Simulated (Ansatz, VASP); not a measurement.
# KGeIr: VASP beside Ansatz

```
K Ge Ir
1.0
     4.72067    0.00000    0.00000
     0.00000    4.72067    0.00000
     0.00000    0.00000   28.85694
K Ge Ir
1 1 1
Direct
  0.00000 0.00000 0.27605
  0.50000 0.50000 0.34375
  0.50000 0.50000 0.26824
```

Alike in both runs: functional PBE; k mesh 8 × 8 × 1; occupations gaussian, width 0.01 eV; no spin polarisation.

Ansatz relaxed the structure, and its values are those at the end. VASP's run is a single point on that final structure, the one shown.

```csv
,VASP,Ansatz
version,VASP 6.6.1,Ansatz 0.2.0
potentials or method,"VASP PAW PBE potentials, release 64 (K_sv, Ge_d, Ir), cutoff 520 eV","scalar-relativistic, plane waves, PAW"
valence electrons in the cell,32,40
```

```tsv
	VASP	Ansatz	Ansatz less VASP
gap on the k mesh at the Fermi level (eV)	0.08	0.13	+0.050
least direct gap on the mesh (eV)	0.16	0.20	+0.041
rms of the force components (eV/Å)	0.046	0.002	-0.0446
```

With one functional, cell and mesh, what is left measures potentials, basis and numerics. VASP's potentials hold 32 valence electrons a cell and Ansatz's 40, so a difference there can come from the potentials and not from the codes.

Spin-orbit coupling is off throughout.
